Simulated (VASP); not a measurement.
**ScSi2: single point with r2SCAN+U**

ScSi2:

```xyz
3
Lattice="4.0890 0.0000 0.0000 -2.0445 3.5412 0.0000 0.0000 0.0000 3.7453" Properties=species:S:1:pos:R:3 pbc="T T T"
Sc    0.0000    0.0000    0.0000
Si    2.0445    1.1804    1.8727
Si    0.0000    2.3608    1.8727
```

```yaml
Program: VASP 6.6.1
Task: single point
Functional: r2SCAN
Potentials_or_basis: VASP PAW PBE potentials, release 64 (Sc_sv, Si)
Cutoff: 520 eV
k_mesh: 8 × 8 × 7
Occupations: fermi-dirac, width 0.05 eV
Spin: no spin polarisation
Hubbard_terms: Sc d U = 5.0 eV
Dipole_correction: no
Further_INCAR_settings: ALGO = Normal; EDIFF = 1e-06; NBANDS = 16
```

The pressure is -0.9 GPa and the band gap on the k mesh is zero (an odd number of electrons rules out a gap without spin polarisation).

Stress tensor (GPa, compression positive):
```
-1.19  0.00  0.00
 0.00 -1.19  0.00
 0.00  0.00 -0.35
```

Levels at points of the mesh, in eV from the Fermi level:
```csv
k point,band 7,band 8,band 9,band 10,band 11,band 12
"(0.00, 0.00, 0.00)",-3.64,-2.26,-1.38,-0.80,0.41,0.41
"(0.50, 0.00, 0.00)",-4.61,-2.74,-1.78,1.26,1.58,2.28
```

Eigenvalues of the final occupation matrices:
| site | spin | trace | eigenvalues |
| --- | --- | --- | --- |
| site 1 d | 1 | 0.39 | 0.06 0.07 0.07 0.10 0.10 |
| site 1 d | 2 | 0.39 | 0.06 0.07 0.07 0.10 0.10 |

Wall time 70 s on 1 thread of Intel(R) Xeon(R) Platinum 8488C (Sapphire Rapids), with other jobs on the host, peak memory 0.18 GiB.

Caveat: the PAW data sets were made with another functional, which shifts forces and pressure a little; an odd number of electrons without spin polarisation forces a metal; a magnetic or distorted state may lie lower; U without spin polarisation on a metal has little footing; the U is typed as a test and isn't derived for this compound.
